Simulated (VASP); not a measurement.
# Au (R-3m) in VASP: notebook

The runs below take Au through single point, relaxation of cell and atoms, with r2SCAN.

Everything below comes from runs of VASP 6.6.1. Logs are shortened: lines on timing, memory, paths and dates and some standing lists are left out, and cuts for length are marked.

**1. The cell of the first run**

Symmetry: R-3m, No. 166, trigonal system. The conventional cell has a = 2.973 Å, b = 2.973 Å, c = 20.799 Å, α = 90.00°, β = 90.00°, γ = 120.00°. Within 3.8 Å of Au (site symmetry -3m) lie 12 Au at 2.87 to 2.97 Å. Within 3.8 Å of Au (site symmetry 3m) lie 12 Au at 2.87 to 2.97 Å.

**2. Single point, r2SCAN**

File POSCAR:

```
Au
1.0
    1.4864908829      0.8582259114      6.9330777577
   -1.4864908829      0.8582259114      6.9330777577
    0.0000000000     -1.7164518229      6.9330777577
Au
3
Direct
    0.0000000000      0.0000000000      0.0000000000
    0.2225704523      0.2225704523      0.2225704523
    0.7774295477      0.7774295477      0.7774295477
```

File INCAR.step1:

```
PREC     = Accurate       # precision mode
ENCUT    = 520            # plane-wave cutoff, eV
ISMEAR   = 0              # smearing method
SIGMA    = 0.1            # smearing width, eV
LREAL    = F              # projectors in reciprocal space
LASPH    = T              # aspherical terms in the spheres
NELM     = 100            # most SCF steps
NBANDS   = 24             # bands
GGA      = PE             # functional
ALGO     = Normal         # electronic algorithm
EDIFF    = 1E-4           # SCF threshold, eV
LWAVE    = T              # write WAVECAR
LCHARG   = F              # write CHGCAR
```

File INCAR.step2:

```
PREC     = Accurate       # precision mode
ENCUT    = 520            # plane-wave cutoff, eV
EDIFF    = 1E-7           # SCF threshold, eV
ISMEAR   = 0              # smearing method
SIGMA    = 0.1            # smearing width, eV
LREAL    = F              # projectors in reciprocal space
LASPH    = T              # aspherical terms in the spheres
NELM     = 100            # most SCF steps
ALGO     = Normal         # electronic algorithm
ISIF     = 2              # what is computed and relaxed
LWAVE    = F              # write WAVECAR
LCHARG   = T              # write CHGCAR
METAGGA  = R2SCAN         # meta-GGA
LMIXTAU  = T            
LELF     = T              # ELF
LVHAR    = T            
NBANDS   = 24             # bands
ISTART   = 1
```

File KPOINTS:

```
Automatic mesh
0
Gamma
  6 6 6
```

Potentials or basis: VASP PAW PBE potentials, release 64 (Au).

On the command line:

```bash
$ cat potpaw_PBE.64/Au/POTCAR > POTCAR
$ cp INCAR.step1 INCAR
$ mpirun -np 1 vasp_std > vasp.out
$ cp INCAR.step2 INCAR
$ mpirun -np 1 vasp_std > vasp.out
```

OUTCAR:

```text
PREC = Accurate
   ENCUT = 520
   EDIFF = 1E-7
   ISMEAR = 0
   LREAL = F
   LASPH = T
   NELM = 100
   ISIF = 2
   METAGGA = R2SCAN
   ISTART = 1

 ion  position               nearest neighbor table
   1  0.000  0.000  0.000-   3 2.87   3 2.87   2 2.87   2 2.87   3 2.87   2 2.87
   2  0.223  0.223  0.223-   1 2.87   1 2.87   1 2.87   3 2.89   3 2.89   3 2.89
   3  0.777  0.777  0.777-   1 2.87   1 2.87   1 2.87   2 2.89   2 2.89   2 2.89

  LATTYP: Found a trigonal (rhomboedric) cell.
 ALAT       =     7.1423927401
 COS(alpha) =     0.9133702540

  Lattice vectors:

 A1 = (   1.4864908829,   0.8582259114,   6.9330777577)
 A2 = (  -1.4864908829,   0.8582259114,   6.9330777577)
 A3 = (   0.0000000000,  -1.7164518229,   6.9330777577)

Analysis of symmetry for initial positions (statically):
=====================================================================
 Subroutine PRICEL returns:
 Original cell was already a primitive cell.

 Routine SETGRP: Setting up the symmetry group for a
 trigonal (rhombohedral) supercell.

 Subroutine GETGRP returns: Found 12 space group operations
 (whereof 12 operations were pure point group operations)
 out of a pool of 12 trial point group operations.

The static configuration has the point symmetry D_3d.

Analysis of symmetry for dynamics (positions and initial velocities):
=====================================================================
 Subroutine PRICEL returns:
 Original cell was already a primitive cell.

 Routine SETGRP: Setting up the symmetry group for a
 trigonal (rhombohedral) supercell.

 Subroutine GETGRP returns: Found 12 space group operations
 (whereof 12 operations were pure point group operations)
 out of a pool of 12 trial point group operations.

The dynamic configuration has the point symmetry D_3d.

 Subroutine INISYM returns: Found 12 space group operations
 (whereof 12 operations are pure point group operations),
 and found     1 'primitive' translations

----------------------------------------------------------------------------------------

                                     Primitive cell

  volume of cell :      53.0690

  direct lattice vectors                    reciprocal lattice vectors
     1.486490883  0.858225911  6.933077758     0.336362642  0.194199062  0.048078695
    -1.486490883  0.858225911  6.933077758    -0.336362642  0.194199062  0.048078695
[... 80 lines left out ...]
   ICHARG =      0    charge: 1-file 2-atom 10-const
   ISPIN  =      1    spin polarized calculation?
   LNONCOLLINEAR =      F non collinear calculations
   LSORBIT =      F    spin-orbit coupling
   LASPH  =      T    aspherical Exc in radial PAW
   ENCUT  =  520.0 eV  38.22 Ry    6.18 a.u.  13.28 13.28 13.28*2*pi/ulx,y,z
   NELM   =    100;   NELMIN=  2; NELMDL=  0     # of ELM steps
   EDIFF  = 0.1E-06   stopping-criterion for ELM
   LREAL  =      F    real-space projection
   EDIFFG = 0.1E-05   stopping-criterion for IOM
   NSW    =      0    number of steps for IOM
   IBRION =     -1    ionic relax: 0-MD 1-quasi-New 2-CG
   NFREE  =      0    steps in history (QN), initial steepest desc. (CG)
   ISIF   =      2    stress and relaxation
   ISYM   =      2    0-nonsym 1-usesym 2-fastsym
   POTIM  = 0.5000    time-step for ionic-motion
   TEBEG  =    0.0;   TEEND  =   0.0 temperature during run
   PSTRESS=    0.0 pullay stress
   NELECT =      33.0000    total number of electrons
   NUPDOWN=      -1.0000    fix difference up-down
   EMIN   =  10.00;   EMAX   =-10.00  energy-range for DOS
   EFERMI =   0.00;   METHOD = LEGACY
   ISMEAR =     0;   SIGMA  =   0.10  broadening in eV -4-tet -1-fermi 0-gaus
   EFERMI_NEDOS =   21; number of points for ismear=-14 and -15
   IALGO  =     38    algorithm
   IMIX   =      4    mixing-type and parameters
     AMIX     =   0.40;   BMIX     =  1.00
     AMIX_MAG =   1.60;   BMIX_MAG =  1.00
  volume/ion in A,a.u.               =      17.69       119.38
  Fermi-wavevector in a.u.,A,eV,Ry     =   1.397330  2.640571 26.565811  1.952532
  Thomas-Fermi vector in A             =   2.520597
   LORBIT       =      0    0 simple, 1 ext, 2 COOP (PROOUT), +10 PAW based schemes
   METAGGA = R2SCAN    functional components
   LHFCALC =     F    Hartree Fock is set to
   AEXX    =    0.0000 exact exchange contribution
   IVDW    =     0    specifies the selected vdW correction
   LEPSILON=     F    determine dielectric tensor
   LRPA    =     F    only Hartree local field effects (RPA)
 non-spin polarized calculation
 Gauss-broadening in eV      SIGMA  =   0.10
  energy-cutoff  :      520.00
  volume of cell :       53.07
 maximum number of plane-waves:      1460
 NGX is ok and might be reduce to    54
   NGX = 27   NGY = 27   NGZ = 27

 number of electron      32.9999998 magnetization

 Free energy of the ion-electron system (eV)
  ---------------------------------------------------
  ext. energy  EPLUGINS =         0.00000000
  ---------------------------------------------------
  free energy    TOTEN  =      -151.62968980 eV

  energy without entropy =     -151.62166467  energy(sigma->0) =     -151.62567724

 E-fermi :   8.6846     XC(G=0): -13.3564

 val. band max:        8.6610552195   @ k =  -0.1667   0.1667   0.0000
 cond. band min:       8.6903031465   @ k =  -0.1667   0.1667   0.0000
 fundamental gap:      0.0292479269
 Fermi energy:         8.6845631152

 k-point     1 :       0.0000    0.0000    0.0000
  band No.  band energies     occupation
      1      -0.9681      2.00000
      2       1.5475      2.00000
      3       1.5749      2.00000
      4       3.8404      2.00000
      5       3.8404      2.00000
      6       4.1295      2.00000
[... 637 lines left out ...]
     23      18.6236      0.00000
     24      20.0391      0.00000

 [... further k-points ...]
[... 5 lines left out ...]
  --------------------------------------------------------------------------------------
  -------------------------------------------------------------------------------------
  Total        0.0542014      0.0542014      0.0864835      0.0000000     -0.0000000     -0.0000000
  in kB        1.6363641      1.6363641      2.6109760      0.0000000     -0.0000000     -0.0000000
  external PRESSURE =       1.9612347 kB  Pullay stress =       0.0000000 kB

 VOLUME and BASIS-vectors are now :
 -----------------------------------------------------------------------------
  energy-cutoff  :      520.00
  volume of cell :       53.07
      direct lattice vectors                 reciprocal lattice vectors
     1.486490883  0.858225911  6.933077758     0.336362642  0.194199062  0.048078695
    -1.486490883  0.858225911  6.933077758    -0.336362642  0.194199062  0.048078695
     0.000000000 -1.716451823  6.933077758     0.000000000 -0.388398123  0.048078695

 POSITION                                       TOTAL-FORCE (eV/Angst)
 -----------------------------------------------------------------------------------
      0.00000      0.00000      0.00000        -0.000000     -0.000000      0.000000
      0.00000     -0.00000      4.62929         0.000000      0.000000     -0.000118
      0.00000     -0.00000     16.16994         0.000000     -0.000000      0.000118
 -----------------------------------------------------------------------------------
    total drift:                                0.000000      0.000000     -0.000000

  FREE ENERGIE OF THE ION-ELECTRON SYSTEM (eV)
  ---------------------------------------------------
  free  energy   TOTEN  =      -151.6296897994 eV

  energy  without entropy=     -151.6216646735  energy(sigma->0) =     -151.62567724
```

OUTCAR.step1:

```text
PREC = Accurate
   ENCUT = 520
   ISMEAR = 0
   LREAL = F
[... 875 lines left out ...]
      0.00000      0.00000      0.00000         0.000000     -0.000000      0.000000
      0.00000     -0.00000      4.62929         0.000000     -0.000000      0.005219
      0.00000     -0.00000     16.16994         0.000000      0.000000     -0.005219
 -----------------------------------------------------------------------------------
    total drift:                                0.000000      0.000000     -0.000000

  FREE ENERGIE OF THE ION-ELECTRON SYSTEM (eV)
  ---------------------------------------------------
  free  energy   TOTEN  =        -9.5050647212 eV

  energy  without entropy=       -9.4983874692  energy(sigma->0) =       -9.50172610
```

Wall time 8.6 min (1 thread of Intel Xeon Platinum 8488C (Sapphire Rapids), shared host); peak memory 0.43 GiB.

Results:

| Quantity | Value |
| --- | --- |
| Free energy | -151.6297 eV |
| Pressure | 0.2 GPa |

Levels at points of the mesh, in eV from the Fermi level:
```tsv
k point	band 14	band 15	band 16	band 17	band 18	band 19	band 20	band 21
(0.00, 0.00, 0.00)	-3.68	-2.68	-2.68	-2.41	-2.41	8.98	9.12	14.78
(0.50, 0.00, 0.00)	-2.05	-1.95	-0.13	0.97	1.01	4.07	4.97	5.80
(0.50, 0.50, 0.00)	-1.93	-1.84	0.01	0.48	1.15	3.36	5.78	7.41
(0.50, 0.50, 0.50)	-3.14	-3.14	-2.18	-2.18	-0.22	3.66	14.33	15.42
```

Caveat: the k points lie up to 0.41 Å⁻¹ apart; the PAW data sets were made with another functional, which shifts forces and pressure a little; spin-orbit coupling is left out, which moves the levels of the heavy elements.

**3. Relaxation of cell and atoms, r2SCAN**

This run uses another cell than the first one, of 21.08 Å³/atom, 1.192 times its volume.

File POSCAR:

```
Au
1.0
    1.5574436919      0.8991905347      7.5270276373
   -1.5574436919      0.8991905347      7.5270276373
    0.0000000000     -1.7983810696      7.5270276373
Au
3
Direct
    0.0000000000      0.0000000000      0.0000000000
    0.2222200000      0.2222200000      0.2222200000
    0.7777800000      0.7777800000      0.7777800000
```

File INCAR.step1:

```
SYSTEM = Au
PREC = Accurate
ENCUT = 600
ISMEAR = 0
SIGMA = 0.1
LREAL = .False.
LASPH = .True.
NELM = 100
GGA = PE
ALGO = Normal
EDIFF = 1E-4
LWAVE = .True.
LCHARG = .False.
```

File INCAR.step2:

```
SYSTEM = Au
PREC = Accurate
ENCUT = 600
EDIFF = 1E-6
ISMEAR = 0
SIGMA = 0.1
LREAL = .False.
LASPH = .True.
NELM = 100
ALGO = Normal
ISIF = 3
LWAVE = .False.
LCHARG = .False.
METAGGA = R2SCAN
LMIXTAU = .True.
IBRION = 2
NSW = 90
EDIFFG = -0.04
ISTART = 1
```

File KPOINTS:

```
Automatic mesh
0
Gamma
  6 6 6
  0 0 0
```

Potentials or basis: VASP PAW PBE potentials, release 64 (Au).

On the command line:

```bash
$ cat potpaw_PBE.64/Au/POTCAR > POTCAR
$ cp INCAR.step1 INCAR
$ mpirun -np 1 vasp_std > vasp.out
$ cp INCAR.step2 INCAR
$ mpirun -np 1 vasp_std > vasp.out
```

It took 32 min on 1 thread of Intel Xeon Platinum 8488C (Sapphire Rapids), shared host; peak memory 0.7 GiB.

The run converged. Its results:

| Quantity | Value |
| --- | --- |
| Free energy | -151.6263 eV |
| Relaxed volume | 17.74 Å³/atom |
| Relaxed cell | a = 7.289 Å, b = 7.289 Å, c = 7.289 Å, α = 23.30°, β = 23.30°, γ = 23.30° |
| Space group after relaxing (to 0.05 Å) | R-3m (No. 166) |
| Energy gained by relaxing | 193.4 meV/atom |
| Ionic steps | 4 |
| Pressure after relaxing | 0.1 GPa |
| Largest force after relaxing | 0.030 eV/Å |

Forces in eV/Å, atoms in the order of the input:
```
Au   0.000  0.000  0.000
Au   0.000  0.000  0.030
Au   0.000  0.000 -0.030
```

Stress tensor (GPa, compression positive):
```
 0.24  0.00  0.00
 0.00  0.24  0.00
 0.00  0.00 -0.14
```

Step by step:
| step | energy change (eV) | largest force (eV/Å) | pressure (GPa) | volume (Å³) |
| --- | --- | --- | --- | --- |
| 1 | 0.0000 | 0.0080 | -15.29 | 63.25 |
| 2 | -0.0821 | 0.1256 | 28.35 | 46.56 |
| 3 | -0.5801 | 0.0282 | -0.39 | 53.39 |
| 4 | -0.5803 | 0.0303 | 0.11 | 53.21 |

Final structure:
```
CELL_PARAMETERS angstrom
1.47207 0.84990 7.08786
-1.47207 0.84990 7.08786
0.00000 -1.69980 7.08786
ATOMIC_POSITIONS crystal
Au 0.00000 0.00000 0.00000
Au 0.22223 0.22223 0.22223
Au 0.77777 0.77777 0.77777
```

Levels at points of the mesh, in eV from the Fermi level:
```
           k point  band 13  band 14  band 15  band 16  band 17  band 18  band 19  band 20
(0.00, 0.00, 0.00)    -3.62    -3.62    -2.63    -2.63    -2.43    -2.43     8.40     8.43
(0.50, 0.00, 0.00)    -1.97    -1.96    -1.93    -0.04     1.06     1.18     4.13     4.84
(0.50, 0.50, 0.00)    -1.97    -1.92    -1.87     0.08     0.62     1.33     3.43     5.65
(0.50, 0.50, 0.50)    -3.35    -3.10    -3.10    -2.19    -2.19    -0.44     3.22    14.27
```

Caveat: the k points lie up to 0.41 Å⁻¹ apart in the final cell; the volume moved by over 15 % at a fixed basis, so the end points are rough; the PAW data sets were made with another functional, which shifts forces and pressure a little; spin-orbit coupling is left out, which moves the levels of the heavy elements.

**4. Single point, r2SCAN**

This run uses another cell than the first one, of 21.08 Å³/atom, 1.192 times its volume.

POSCAR is that of step 3.

File INCAR.step1:

```
  PREC = Accurate
  ENCUT = 520
  ISMEAR = 0
  SIGMA = 0.1
  LREAL = F
  LASPH = T
  NELM = 100
  NBANDS = 24
  GGA = PE
  ALGO = Normal
  EDIFF = 1E-4
  LWAVE = T
  LCHARG = F
```

File INCAR.step2:

```
  PREC = Accurate
  ENCUT = 520
  EDIFF = 1E-6
  ISMEAR = 0
  SIGMA = 0.1
  LREAL = F
  LASPH = T
  NELM = 100
  ALGO = Normal
  ISIF = 2
  LWAVE = F
  LCHARG = F
  METAGGA = R2SCAN
  LMIXTAU = T
  NBANDS = 24
  ISTART = 1
```

File KPOINTS:

```
regular mesh
0
Gamma
  6 6 6
```

Potentials or basis: VASP PAW PBE potentials, release 64 (Au).

On the command line:

```bash
$ cat potpaw_PBE.64/Au/POTCAR > POTCAR
$ cp INCAR.step1 INCAR
$ mpirun -np 1 vasp_std > vasp.out
$ cp INCAR.step2 INCAR
$ mpirun -np 1 vasp_std > vasp.out
```

OUTCAR:

```text
PREC = Accurate
   ENCUT = 520
   EDIFF = 1E-6
   ISMEAR = 0
   LREAL = F
   LASPH = T
   NELM = 100
   ISIF = 2
   METAGGA = R2SCAN
   ISTART = 1

 ion  position               nearest neighbor table
   1  0.000  0.000  0.000-   3 3.09   3 3.09   2 3.09   2 3.09   3 3.09   2 3.09
   2  0.222  0.222  0.222-   3 3.09   3 3.09   3 3.09   1 3.09   1 3.09   1 3.09
   3  0.778  0.778  0.778-   2 3.09   2 3.09   2 3.09   1 3.09   1 3.09   1 3.09

  LATTYP: Found a trigonal (rhomboedric) cell.
 ALAT       =     7.7388836097
[... 198 lines left out ...]
      5       2.2365      2.00000
      6       2.3180      2.00000
[... 637 lines left out ...]
     23      15.0048      0.00000
     24      16.4766      0.00000

 [... further k-points ...]
[... 5 lines left out ...]
  --------------------------------------------------------------------------------------
  -------------------------------------------------------------------------------------
  Total       -5.9382843     -5.9382843     -6.3189291      0.0000000      0.0000000      0.0000000
  in kB     -150.4294024   -150.4294024   -160.0719441      0.0000000      0.0000000      0.0000000
  external PRESSURE =    -153.6435830 kB  Pullay stress =       0.0000000 kB

 VOLUME and BASIS-vectors are now :
 -----------------------------------------------------------------------------
  energy-cutoff  :      520.00
  volume of cell :       63.25
      direct lattice vectors                 reciprocal lattice vectors
     1.557443692  0.899190535  7.527027637     0.321038894  0.185351892  0.044284856
    -1.557443692  0.899190535  7.527027637    -0.321038894  0.185351892  0.044284856
     0.000000000 -1.798381070  7.527027637     0.000000000 -0.370703784  0.044284856

 POSITION                                       TOTAL-FORCE (eV/Angst)
 -----------------------------------------------------------------------------------
      0.00000      0.00000      0.00000        -0.000000      0.000000      0.000000
      0.00000     -0.00000      5.01797         0.000000     -0.000000      0.007994
      0.00000     -0.00000     17.56311         0.000000      0.000000     -0.007994
 -----------------------------------------------------------------------------------
    total drift:                                0.000000     -0.000000      0.000000

  FREE ENERGIE OF THE ION-ELECTRON SYSTEM (eV)
  ---------------------------------------------------
  free  energy   TOTEN  =      -151.0468995886 eV

  energy  without entropy=     -151.0425182711  energy(sigma->0) =     -151.04470893
```

Run time: 7.5 min. Hardware: 1 thread of Intel Xeon Platinum 8488C (Sapphire Rapids), shared host; peak memory 0.53 GiB.

Results:

```
Free energy   : -151.0469 eV
Pressure      : -15.4 GPa
Largest force : 0.008 eV/Å
```

Forces on the atoms (eV/Å):
```
Au   0.000  0.000  0.000
Au   0.000  0.000  0.008
Au   0.000  0.000 -0.008
```

Stress tensor (GPa, compression positive):
```
-15.04   0.00   0.00
  0.00 -15.04   0.00
  0.00   0.00 -16.01
```

Caveat: the k points lie up to 0.39 Å⁻¹ apart; the PAW data sets were made with another functional, which shifts forces and pressure a little; spin-orbit coupling is left out, which moves the levels of the heavy elements.

**5. The runs side by side**

| task | cell | cutoff (eV) | gap on the mesh (eV) | pressure (GPa) | largest force (eV/Å) |
| --- | --- | --- | --- | --- | --- |
| single point | a = 7.142 Å, angles 24.0°, 3 atoms | 520 | none | 0.2 | - |
| relaxation of cell and atoms | relaxed from a = 7.739 Å, angles 23.2°, 3 atoms | 600 | none | 0.1 | 0.03 |
| single point | a = 7.739 Å, angles 23.2°, 3 atoms | 520 | none | -15.4 | 0.01 |

Alike in all rows: level r2SCAN; potentials or basis VASP PAW PBE potentials, release 64 (Au); no spin polarisation; k mesh 6 × 6 × 6; smearing gaussian 0.1 eV.

Caveats: all runs use coarse meshes; the PAW data sets were made with another functional, which shifts forces and pressure a little; spin-orbit coupling is left out, which moves the levels of the heavy elements; the volume moved by over 15 % at a fixed basis, so the end points are rough (some runs).

Total energies depend on the potentials used, so only differences within one code and one set of settings carry meaning.
